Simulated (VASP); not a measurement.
Wanted: the native input for a VASP 6.6.1 run.

```yaml
Task: single point
Functional: PBE
Potentials_or_basis: VASP PAW PBE potentials, release 64 (Sb)
Cutoff: 520 eV
k_mesh: 40 × 40 × 40
Occupations: fermi-dirac, width 0.0612256 eV
Spin: no spin polarisation
Dipole_correction: no
Further_INCAR_settings: ALGO = Normal; EDIFF = 1e-06; NBANDS = 8
```

The structure of Sb lies in POSCAR:

```
Sb
1.0
   -1.9063387783      1.9063387783      1.9063387783
    1.9063387783     -1.9063387783      1.9063387783
    1.9063387783      1.9063387783     -1.9063387783
Sb
1
Direct
    0.0000000000      0.0000000000      0.0000000000
```

This isn't the form of Sb at room conditions, which is rhombohedral.

These files were run (other wordings do the same):

INCAR

```
  PREC = Accurate
  ENCUT = 520
  EDIFF = 1E-6
  ISMEAR = -1
  SIGMA = 0.06122561905347299
  LREAL = False
  LASPH = True
  NELM = 100
  ALGO = Normal
  ISIF = 2
  LWAVE = False
  LCHARG = True
  GGA = PE
  LELF = True
  LVHAR = True
  NBANDS = 8
```

KPOINTS

```
regular mesh
0
Gamma
  40 40 40
```

Potentials or basis: VASP PAW PBE potentials, release 64 (Sb).

The run is started by

```sh
$ cat potpaw_PBE.64/Sb/POTCAR > POTCAR
$ mpirun -np 1 vasp_std > vasp.out
```

Results of the run:

The pressure is -1.2 GPa and the band gap on the k mesh is zero (an odd number of electrons rules out a gap without spin polarisation).

Caveat: spin-orbit coupling is left out, which moves the levels of the heavy elements.

Run time: 2.6 min on 1 thread of Intel(R) Xeon(R) 6975P-C (Granite Rapids), with other jobs on the host, peak memory 0.47 GiB.
